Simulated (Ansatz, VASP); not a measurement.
**TaV: VASP beside Ansatz**

Contents of INCAR:

```
SYSTEM = TaV
PREC = Accurate
ENCUT = 520
EDIFF = 1E-6
ISMEAR = -1
SIGMA = 0.05
LREAL = .False.
LASPH = .True.
NELM = 150
ALGO = Normal
ISIF = 2
LWAVE = .False.
LCHARG = .False.
ISPIN = 2
MAGMOM = 0 2
LORBIT = 11
LMAXMIX = 4
GGA = PE
NBANDS = 23
```

Contents of KPOINTS:

```
Automatic mesh
0
Gamma
  10 10 6
  0 0 0
```

Contents of POSCAR:

```
TaV
1.0
    1.6278432141     -2.3381439432      0.0000000000
    1.6278432141      2.3381439432      0.0000000000
    0.0000000000      0.0000000000      4.3984907225
Ta V
1 1
Direct
    0.0000000000      0.0000000000      0.0000000000
    0.5000000000      0.5000000000      0.5000000000
```

Contents of input.yaml:

```yaml
crystal:
  lattice:
    - [1.6278432141, -2.3381439432, 0.0]
    - [1.6278432141, 2.3381439432, 0.0]
    - [0.0, 0.0, 4.3984907225]
  atoms:
    - { symbol: Ta, position: [0.0, 0.0, 0.0] }
    - { symbol: V, position: [0.5, 0.5, 0.5], spin: 2.0 }
hamiltonian:
  xc: pbe
  pseudopotentials: { kind: paw }
magnetization:
  spin_polarized: true
kpoints:
  mp_grid: { grid: [10, 10, 6] }
scf:
  occupations: { method: fermi_dirac, width: 0.05 }
output:
  forces: true
  stress: true
  eigenvalues: true
  write_density: true
  write_potential: true
  elf: true
  volumetric_format: npy
```

Alike in both runs: task single point; functional PBE; k mesh 10 × 10 × 6; occupations fermi-dirac, width 0.05 eV; collinear spin.

|  | VASP | Ansatz |
| --- | --- | --- |
| version | VASP 6.6.1 | Ansatz 0.2.0 |
| potentials or method | VASP PAW PBE potentials, release 64 (Ta_pv, V_sv) | Ansatz PAW |
| plane-wave cutoff (eV) | 520 | 420 |
| valence electrons in the cell | 24 | 26 |

```csv
,VASP,Ansatz,Ansatz less VASP
gap on the k mesh at the Fermi level (eV),none,none,-
pressure (GPa),-6.5,-6.7,-0.15
"traceless stress, the component that is largest in VASP (GPa)",-0.71,-0.70,+0.002
net moment per atom (μB),0.00,0.00,-0.002
```

A gap of «none» marks a metal or a gap that the smearing closes. VASP's potentials hold 24 valence electrons a cell and Ansatz's 26, so a difference there can come from the potentials and not from the codes.

Neither program's run includes spin-orbit coupling.
